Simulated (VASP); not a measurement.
# GaN (P6_3mc) in VASP: a series of runs

The runs below take GaN through single point, with LDA.

Program: VASP 6.6.1. These are calculated values, not measurements. Logs are shortened: lines on timing, memory, paths and dates and some standing lists are left out, and cuts for length are marked.

## 1. The cell of the first run

Symmetry: P6_3mc, No. 186, hexagonal system. The conventional cell has a = 3.136 Å, b = 3.136 Å, c = 5.154 Å, α = 90.00°, β = 90.00°, γ = 120.00°. Ga (site symmetry 3m) has 4 N at 1.92 to 1.94 Å within 2.5 Å. Within 2.5 Å of N (site symmetry 3m) lie 4 Ga at 1.92 to 1.94 Å.

## 2. Single point, LDA (in-plane strain -0.005)

The input, INCAR:

```
SYSTEM = GaN
PREC = Accurate
ENCUT = 520
EDIFF = 1E-7
ISMEAR = 0
SIGMA = 0.01
LREAL = .FALSE.
LASPH = .TRUE.
NELM = 100
ALGO = Normal
ISIF = 2
LWAVE = .FALSE.
LCHARG = .FALSE.
GGA = CA
NBANDS = 26
```

The input, KPOINTS:

```
regular mesh
0
G
  8 8 4
  0 0 0
```

The input, POSCAR:

```
GaN
1.0
    3.1360555032      0.0000000000      0.0000000000
   -1.5680277516      2.7159037335      0.0000000000
    0.0000000000      0.0000000000      5.1538129878
Ga N
2 2
Direct
    0.3333333333      0.6666666667     -0.0007042242
    0.6666666667      0.3333333333      0.4992957758
    0.3333333333      0.6666666667      0.3757042242
    0.6666666667      0.3333333333      0.8757042242
```

Potentials or basis: VASP PAW LDA potentials, release 64 (Ga_d, N).

Started as:

```
$ cat potpaw_LDA.64/Ga_d/POTCAR potpaw_LDA.64/N/POTCAR > POTCAR
$ mpirun -np 1 vasp_std > vasp.out
```

OUTCAR:

```text
SYSTEM = GaN
   PREC = Accurate
   ENCUT = 520
   EDIFF = 1E-7
   ISMEAR = 0
   LREAL = .FALSE.
   LASPH = .TRUE.
   NELM = 100
   ISIF = 2
   GGA = CA

 ion  position               nearest neighbor table
   1  0.333  0.667  0.999-   4 1.92   4 1.92   4 1.92   3 1.94
   2  0.667  0.333  0.499-   3 1.92   3 1.92   3 1.92   4 1.94
   3  0.333  0.667  0.376-   2 1.92   2 1.92   2 1.92   1 1.94
   4  0.667  0.333  0.876-   1 1.92   1 1.92   1 1.92   2 1.94

  LATTYP: Found a hexagonal cell.
 ALAT       =     3.1360555032
 C/A-ratio  =     1.6434061778

  Lattice vectors:

 A1 = (   3.1360555032,   0.0000000000,   0.0000000000)
 A2 = (  -1.5680277516,   2.7159037335,   0.0000000000)
 A3 = (   0.0000000000,   0.0000000000,   5.1538129878)

Analysis of symmetry for initial positions (statically):
=====================================================================
 Subroutine PRICEL returns:
 Original cell was already a primitive cell.

 Routine SETGRP: Setting up the symmetry group for a
 hexagonal supercell.

 Subroutine GETGRP returns: Found 12 space group operations
 (whereof  6 operations were pure point group operations)
 out of a pool of 24 trial point group operations.

The static configuration has the point symmetry C_3v.
 The point group associated with its full space group is C_6v.

Analysis of symmetry for dynamics (positions and initial velocities):
=====================================================================
 Subroutine PRICEL returns:
 Original cell was already a primitive cell.

 Routine SETGRP: Setting up the symmetry group for a
 hexagonal supercell.

 Subroutine GETGRP returns: Found 12 space group operations
 (whereof  6 operations were pure point group operations)
 out of a pool of 24 trial point group operations.

The dynamic configuration has the point symmetry C_3v.
 The point group associated with its full space group is C_6v.

 Subroutine INISYM returns: Found 12 space group operations
 (whereof  6 operations are pure point group operations),
 and found     1 'primitive' translations

----------------------------------------------------------------------------------------

                                     Primitive cell

  volume of cell :      43.8962

  direct lattice vectors                    reciprocal lattice vectors
     3.136055503  0.000000000  0.000000000     0.318871907  0.184100782  0.000000000
    -1.568027752  2.715903733  0.000000000     0.000000000  0.368201563  0.000000000
     0.000000000  0.000000000  5.153812988     0.000000000  0.000000000  0.194031099

  length of vectors
     3.136055503  3.136055503  5.153812988     0.368201563  0.368201563  0.194031099

  position of ions in fractional coordinates (direct lattice)
     0.333333333  0.666666667  0.999295776
     0.666666667  0.333333333  0.499295776
     0.333333333  0.666666667  0.375704224
     0.666666667  0.333333333  0.875704224

  ion indices of the primitive-cell ions
   primitive index   ion index
                 1           1
                 2           2
                 3           3
                 4           4

----------------------------------------------------------------------------------------

 KPOINTS: regular mesh

Automatic generation of k-mesh.
 Grid dimensions read from file:
 generate k-points for:    8    8    4

 Generating k-lattice:

  Cartesian coordinates                     Fractional coordinates (reciprocal lattice)
     0.039858988  0.023012598  0.000000000     0.125000000  0.000000000  0.000000000
     0.000000000  0.046025195  0.000000000     0.000000000  0.125000000  0.000000000
     0.000000000  0.000000000  0.048507775     0.000000000  0.000000000  0.250000000

  Length of vectors
     0.046025195  0.046025195  0.048507775

  Shift w.r.t. Gamma in fractional coordinates (k-lattice)
     0.000000000  0.000000000  0.000000000

 Subroutine IBZKPT returns following result:
 ===========================================

 Found     30 irreducible k-points:

 Following reciprocal coordinates:
            Coordinates               Weight
  0.000000  0.000000  0.000000      1.000000
  0.125000  0.000000  0.000000      6.000000
  0.250000  0.000000  0.000000      6.000000
  0.375000  0.000000  0.000000      6.000000
  0.500000  0.000000  0.000000      3.000000
  0.125000  0.125000  0.000000      6.000000
[... 16 lines left out ...]
  0.250000  0.000000  0.500000      6.000000
  0.375000  0.000000  0.500000      6.000000
 [... further k-points ...]
   k-points           NKPTS =     30   k-points in BZ     NKDIM =     30   number of bands    NBANDS=     26
   number of dos      NEDOS =    301   number of ions     NIONS =      4
   total plane-waves  NPLWV =  23040
   dimension x,y,z NGX =    24 NGY =   24 NGZ =   40
   dimension x,y,z NGXF=    48 NGYF=   48 NGZF=   80
   ions per type =               2   2
   NGX,Y,Z   is equivalent  to a cutoff of  12.72, 12.72, 12.90 a.u.
[... 59 lines left out ...]

 E-fermi :   5.5739     XC(G=0): -12.3370

 val. band max:        5.5316932221   @ k =   0.0000   0.0000   0.0000
 cond. band min:       7.7004284117   @ k =   0.0000   0.0000   0.0000
 fundamental gap:      2.1687351896
 Fermi energy:         5.5738503384

 k-point     1 :       0.0000    0.0000    0.0000
  band No.  band energies     occupation
      1     -10.6851      2.00000
      2      -9.6867      2.00000
      3      -8.0744      2.00000
      4      -8.0594      2.00000
      5      -8.0594      2.00000
      6      -7.9927      2.00000
[... 18 lines left out ...]
     25      17.3945      0.00000
     26      17.3945      0.00000

 k-point     2 :       0.1250    0.0000    0.0000
  band No.  band energies     occupation
      1     -10.5190      2.00000
      2      -9.6439      2.00000
      3      -8.0577      2.00000
      4      -8.0346      2.00000
      5      -8.0104      2.00000
      6      -7.9716      2.00000
[... 18 lines left out ...]
     25      16.8514      0.00000
     26      17.7270      0.00000

 k-point     3 :       0.2500    0.0000    0.0000
  band No.  band energies     occupation
      1     -10.1275      2.00000
      2      -9.5632      2.00000
      3      -8.0144      2.00000
      4      -7.9906      2.00000
      5      -7.9225      2.00000
      6      -7.8760      2.00000
[... 18 lines left out ...]
     25      17.0266      0.00000
     26      18.3556      0.00000

 k-point     4 :       0.3750    0.0000    0.0000
  band No.  band energies     occupation
      1      -9.7937      2.00000
      2      -9.5127      2.00000
      3      -8.0022      2.00000
      4      -7.9735      2.00000
      5      -7.8784      2.00000
      6      -7.8182      2.00000
[... 18 lines left out ...]
     25      17.4974      0.00000
     26      18.8577      0.00000

 k-point     5 :       0.5000    0.0000    0.0000
  band No.  band energies     occupation
      1      -9.6859      2.00000
      2      -9.4995      2.00000
      3      -8.0083      2.00000
      4      -7.9730      2.00000
      5      -7.8649      2.00000
      6      -7.8261      2.00000
[... 18 lines left out ...]
     25      17.9774      0.00000
     26      18.9848      0.00000

 k-point     6 :       0.1250    0.1250    0.0000
  band No.  band energies     occupation
      1     -10.2388      2.00000
      2      -9.5835      2.00000
      3      -8.0162      2.00000
      4      -8.0081      2.00000
      5      -7.9402      2.00000
      6      -7.9322      2.00000
[... 427 lines left out ...]
 k-point    21 :       0.0000    0.0000    0.5000
  band No.  band energies     occupation
      1     -10.0752      2.00000
      2     -10.0752      2.00000
      3      -8.0364      2.00000
      4      -8.0364      2.00000
      5      -8.0364      2.00000
      6      -8.0364      2.00000
[... 18 lines left out ...]
     25      16.0661      0.00000
     26      16.0661      0.00000

 k-point    22 :       0.1250    0.0000    0.5000
  band No.  band energies     occupation
      1      -9.9679      2.00000
      2      -9.9679      2.00000
      3      -8.0196      2.00000
      4      -8.0196      2.00000
      5      -8.0055      2.00000
      6      -8.0055      2.00000
[... 18 lines left out ...]
     25      16.4806      0.00000
     26      16.4806      0.00000

 k-point    23 :       0.2500    0.0000    0.5000
  band No.  band energies     occupation
      1      -9.7447      2.00000
      2      -9.7447      2.00000
      3      -7.9888      2.00000
      4      -7.9888      2.00000
      5      -7.9357      2.00000
      6      -7.9357      2.00000
[... 18 lines left out ...]
     25      17.2938      0.00000
     26      17.2938      0.00000

 k-point    24 :       0.3750    0.0000    0.5000
  band No.  band energies     occupation
      1      -9.5857      2.00000
      2      -9.5857      2.00000
      3      -7.9988      2.00000
      4      -7.9988      2.00000
      5      -7.8809      2.00000
      6      -7.8809      2.00000
[... 18 lines left out ...]
     25      17.7862      0.00000
     26      17.7862      0.00000

 [... further k-points ...]
[... 5 lines left out ...]
  --------------------------------------------------------------------------------------
  -------------------------------------------------------------------------------------
  Total        1.0278153      1.0278153      0.0877496      0.0000000      0.0000000     -0.0000000
  in kB       37.5144778     37.5144778      3.2027939      0.0000000      0.0000000     -0.0000000
  external PRESSURE =      26.0772498 kB  Pullay stress =       0.0000000 kB

 VOLUME and BASIS-vectors are now :
 -----------------------------------------------------------------------------
  energy-cutoff  :      520.00
  volume of cell :       43.90
      direct lattice vectors                 reciprocal lattice vectors
     3.136055503  0.000000000  0.000000000     0.318871907  0.184100782  0.000000000
    -1.568027752  2.715903733  0.000000000     0.000000000  0.368201563  0.000000000
     0.000000000  0.000000000  5.153812988     0.000000000  0.000000000  0.194031099

 POSITION                                       TOTAL-FORCE (eV/Angst)
 -----------------------------------------------------------------------------------
     -0.00000      1.81060      5.15018        -0.000000      0.000000      0.094501
      1.56803      0.90530      2.57328         0.000000      0.000000      0.094501
     -0.00000      1.81060      1.93631        -0.000000      0.000000     -0.094501
      1.56803      0.90530      4.51322         0.000000      0.000000     -0.094501
 -----------------------------------------------------------------------------------
    total drift:                               -0.000001     -0.000001      0.000650

  FREE ENERGIE OF THE ION-ELECTRON SYSTEM (eV)
  ---------------------------------------------------
  free  energy   TOTEN  =       -27.9030961828 eV

  energy  without entropy=      -27.9030961828  energy(sigma->0) =      -27.90309618
```

It took 52 s on 1 thread of Intel Xeon Platinum 8259CL at 2.50GHz (Skylake/Cascade Lake), shared host; peak memory 0.15 GiB.

Results:

- Free energy: -27.9031 eV
- Pressure: 2.6 GPa
- Largest force: 0.095 eV/Å
- Band gap on the k mesh: 2.17 eV, direct

Forces in eV/Å, atoms in the order of the input:
```
Ga   0.000  0.000  0.095
Ga   0.000  0.000  0.095
N    0.000  0.000 -0.095
N    0.000  0.000 -0.095
```

Levels at points of the mesh, in eV from the valence-band top:
```tsv
k point	band 16	band 17	band 18	band 19	band 20	band 21
(0.00, 0.00, 0.00)	-0.08	0.00	0.00	2.17	4.50	9.19
(0.50, 0.00, 0.00)	-2.89	-2.37	-1.08	5.07	5.68	5.96
(0.00, 0.00, 0.50)	-0.55	-0.55	-0.55	4.47	4.47	8.45
(0.50, 0.00, 0.50)	-2.06	-2.04	-2.04	4.38	4.38	7.83
```

Caveat: the cell differs from its parent crystal (in-plane strain -0.005).

## 3. Single point, LDA (film at in-plane strain -0.005)

The input, INCAR:

```
PREC = Accurate
ENCUT = 520
EDIFF = 1E-7
ISMEAR = 0
SIGMA = 0.01
LREAL = False
LASPH = True
NELM = 80
ALGO = Normal
ISIF = 2
LWAVE = False
LCHARG = False
NBANDS = 26
```

The input, KPOINTS:

```
regular mesh
0
Gamma
  8 8 4
```

The input, POSCAR:

```
GaN
1.0
    3.1360555032      0.0000000000      0.0000000000
   -1.5680277516      2.7159037335      0.0000000000
    0.0000000000      0.0000000000      5.1504033593
Ga N
2 2
Direct
    0.3333333333      0.6666666667     -0.0000627399
    0.6666666667      0.3333333333      0.4999372601
    0.3333333333      0.6666666667      0.3750627399
    0.6666666667      0.3333333333      0.8750627399
```

Potentials or basis: VASP PAW LDA potentials, release 64 (Ga_d, N).

Started as:

```
$ cat potpaw_LDA.64/Ga_d/POTCAR potpaw_LDA.64/N/POTCAR > POTCAR
$ mpirun -np 1 vasp_std > vasp.out
```

Wall time 52 s (1 thread of Intel Xeon Platinum 8259CL at 2.50GHz (Skylake/Cascade Lake), shared host); peak memory 0.15 GiB.

The run converged. Its results:

- Free energy: -27.9036 eV
- Pressure: 2.7 GPa
- Largest force: 0.004 eV/Å
- Band gap on the k mesh: 2.17 eV, direct

Forces on the atoms (eV/Å):
```
Ga   0.000  0.000  0.004
Ga   0.000  0.000  0.004
N    0.000  0.000 -0.004
N    0.000  0.000 -0.004
```

Stress tensor (GPa, compression positive):
```
3.49 0.00 0.00
0.00 3.49 0.00
0.00 0.00 1.16
```

Levels at points of the mesh, in eV from the valence-band top:
```tsv
k point	band 14	band 15	band 16	band 17	band 18	band 19	band 20	band 21	band 22	band 23
(0.00, 0.00, 0.00)	-1.07	-1.07	-0.10	0.00	0.00	2.17	4.50	9.19	10.00	10.00
(0.50, 0.00, 0.00)	-5.52	-4.47	-2.89	-2.40	-1.07	5.06	5.67	5.96	8.75	10.39
(0.00, 0.00, 0.50)	-4.00	-0.55	-0.55	-0.55	-0.55	4.47	4.47	8.46	8.46	10.53
(0.50, 0.00, 0.50)	-6.91	-2.06	-2.06	-2.06	-2.06	4.37	4.37	7.84	7.84	10.03
```

Caveat: the cell differs from its parent crystal (film at in-plane strain -0.005).

## 4. Single point, LDA

This run uses another cell than the first one, of 11.05 Å³/atom, 1.007 times its volume.

The input, INCAR:

```
  ALGO = Normal
  EDIFF = 1E-6
  ENCUT = 520
  ISIF = 2
  ISMEAR = 0
  LASPH = True
  LCHARG = False
  LREAL = False
  LWAVE = False
  NBANDS = 26
  NELM = 60
  PREC = Accurate
  SIGMA = 0.01
```

The input, KPOINTS:

```
k-points
0
Gamma
  8 8 4
```

The input, POSCAR:

```
GaN
1.0
    3.1518145761      0.0000000000      0.0000000000
   -1.5759072881      2.7295514910      0.0000000000
    0.0000000000      0.0000000000      5.1383977944
Ga N
2 2
Direct
    0.3333333333      0.6666666667     -0.0007042242
    0.6666666667      0.3333333333      0.4992957758
    0.3333333333      0.6666666667      0.3757042242
    0.6666666667      0.3333333333      0.8757042242
```

Started as:

```
$ cat potpaw_LDA.64/Ga_d/POTCAR potpaw_LDA.64/N/POTCAR > POTCAR
$ mpirun -np 1 vasp_std > vasp.out
```

It took 42 s on 1 thread of Intel Xeon Platinum 8259CL at 2.50GHz (Skylake/Cascade Lake), shared host; peak memory 0.15 GiB.

The run converged. Its results:

* Free energy: -27.9094 eV
* Pressure: 1.1 GPa
* Band gap on the k mesh: 2.15 eV, direct

Levels at points of the mesh, in eV from the valence-band top:
```csv
k point,band 14,band 15,band 16,band 17,band 18,band 19,band 20,band 21,band 22,band 23
"(0.00, 0.00, 0.00)",-1.08,-1.08,-0.05,0.00,0.00,2.15,4.38,9.22,9.90,9.90
"(0.50, 0.00, 0.00)",-5.46,-4.41,-2.88,-2.34,-1.05,5.00,5.66,5.99,8.72,10.40
"(0.00, 0.00, 0.50)",-3.92,-0.56,-0.56,-0.56,-0.56,4.41,4.41,8.47,8.47,10.43
"(0.50, 0.00, 0.50)",-6.86,-2.04,-2.04,-1.99,-1.99,4.39,4.39,7.81,7.81,10.00
```

As with any semilocal functional, this LDA gap is likely too small.

## 5. Single point, LDA (in-plane strain +0.005, then relaxed in part)

The input, INCAR:

```
SYSTEM = GaN
PREC     = Accurate       ! precision mode
ENCUT    = 520            ! plane-wave cutoff, eV
EDIFF    = 1E-6           ! SCF threshold, eV
ISMEAR   = 0              ! smearing method
SIGMA    = 0.01           ! smearing width, eV
LREAL    = .False.        ! projectors in reciprocal space
LASPH    = .True.         ! aspherical terms in the spheres
NELM     = 80             ! most SCF steps
ALGO     = Normal         ! electronic algorithm
ISIF     = 2              ! what is computed and relaxed
LWAVE    = .False.        ! write WAVECAR
LCHARG   = .False.        ! write CHGCAR
NBANDS   = 26             ! bands
```

The input, KPOINTS:

```
Automatic mesh
0
Gamma
  8 8 4
  0 0 0
```

The input, POSCAR:

```
GaN
1.0
    3.1675736490      0.0000000000      0.0000000000
   -1.5837868245      2.7431992484      0.0000000000
    0.0000000000      0.0000000000      5.1259197475
Ga N
2 2
Direct
    0.3333333333      0.6666666667     -0.0013369312
    0.6666666667      0.3333333333      0.4986630688
    0.3333333333      0.6666666667      0.3763369312
    0.6666666667      0.3333333333      0.8763369312
```

Started as:

```
$ cat potpaw_LDA.64/Ga_d/POTCAR potpaw_LDA.64/N/POTCAR > POTCAR
$ mpirun -np 1 vasp_std > vasp.out
```

It took 46 s on 1 thread of Intel Xeon Platinum 8259CL at 2.50GHz (Skylake/Cascade Lake), shared host; peak memory 0.15 GiB.

It converged, with:

* Free energy: -27.9088 eV
* Pressure: -0.4 GPa
* Band gap on the k mesh: 2.12 eV, direct

Stress tensor (GPa, compression positive):
```
-1.19  0.00  0.00
 0.00 -1.19  0.00
 0.00  0.00  1.04
```

Levels at points of the mesh, in eV from the valence-band top:
```csv
k point,band 15,band 16,band 17,band 18,band 19,band 20,band 21,band 22
"(0.00, 0.00, 0.00)",-1.10,-0.01,0.00,0.00,2.12,4.26,9.25,9.81
"(0.50, 0.00, 0.00)",-4.35,-2.88,-2.29,-1.03,4.94,5.65,6.04,8.69
"(0.00, 0.00, 0.50)",-0.56,-0.56,-0.56,-0.56,4.35,4.35,8.47,8.47
"(0.50, 0.00, 0.50)",-2.03,-2.03,-1.92,-1.92,4.40,4.40,7.78,7.78
```

Caveat: the cell differs from its parent crystal (in-plane strain +0.005, then relaxed in part).

## 6. Summary

| cell | gap on the mesh (eV) | pressure (GPa) |
| --- | --- | --- |
| a = 3.136, b = 3.136, c = 5.154 Å, angles 90.0, 90.0, 120.0°, 4 atoms | 2.17 | 2.6 |
| a = 3.136, b = 3.136, c = 5.150 Å, angles 90.0, 90.0, 120.0°, 4 atoms | 2.17 | 2.7 |
| a = 3.152, b = 3.152, c = 5.138 Å, angles 90.0, 90.0, 120.0°, 4 atoms | 2.15 | 1.1 |
| a = 3.168, b = 3.168, c = 5.126 Å, angles 90.0, 90.0, 120.0°, 4 atoms | 2.12 | -0.4 |

Alike in all rows: task single point; level LDA; potentials or basis VASP PAW LDA potentials, release 64 (Ga_d, N); no spin polarisation; k mesh 8 × 8 × 4; cutoff (eV) 520; smearing gaussian 0.01 eV.

Total energies depend on the potentials used, so only differences within one code and one set of settings carry meaning.
